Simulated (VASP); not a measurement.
Write the native input for VASP 6.6.1 that does the following.

```
Task                   : single point
Functional             : PBEsol
Potentials or basis    : VASP PAW PBE potentials, release 64 (Bi_d, Cs_sv)
Cutoff                 : 520 eV
k mesh                 : 2 × 2 × 2
Occupations            : fermi-dirac, width 0.05 eV
Spin                   : no spin polarisation
Dipole correction      : no
Further INCAR settings : ALGO = Normal; EDIFF = 1e-06; NBANDS = 60
```

The structure of Cs2Bi (a cell with a defect) lies in POSCAR:

```
Cs2Bi
1.0
    5.0289594100      5.1500676100      0.0000000000
    5.0289594100     -5.1500676100      0.0000000000
    2.6563165200      0.0000000000     -9.7701234300
Bi Cs
3 6
Direct
    0.8776175710      0.3153125258      0.8295035429
    0.6944655472      0.1089435253      0.6514545129
    0.1320099484      0.7034271070      0.1809298534
    0.7484862974      0.6551482995      0.5137450961
    0.3411525543      0.2519985791      0.9672141880
    0.2286362693      0.3137802001      0.4829923628
    0.6640633636      0.7601094813      0.0173038756
    0.1570274091      0.8333571709      0.7808505240
    0.8553650248      0.1908619038      0.2328932706
```

One way to write it, as run:

INCAR

```
SYSTEM = Cs2Bi
ALGO = Normal ; EDIFF = 1E-6
ENCUT = 520 ; GGA = PS
ISIF = 2 ; ISMEAR = -1
LASPH = .True. ; LCHARG = .False.
LREAL = .False. ; LWAVE = .False.
NBANDS = 60 ; NELM = 100
PREC = Accurate ; SIGMA = 0.05
```

KPOINTS

```
k-points
0
Gamma
  2 2 2
  0 0 0
```

Potentials or basis: VASP PAW PBE potentials, release 64 (Bi_d, Cs_sv).

Launch:

```sh
$ cat potpaw_PBE.64/Bi_d/POTCAR potpaw_PBE.64/Cs_sv/POTCAR > POTCAR
$ mpirun -np 1 vasp_std > vasp.out
```

It gave:

The pressure is -0.3 GPa. The largest force is 0.006 eV/Å.

Caveat: the k points lie up to 0.44 Å⁻¹ apart; the PAW data sets were made with another functional, which shifts forces and pressure a little.

Wall time 5.1 min on 1 thread of Intel(R) Xeon(R) Platinum 8488C (Sapphire Rapids), with other jobs on the host, peak memory 0.58 GiB.
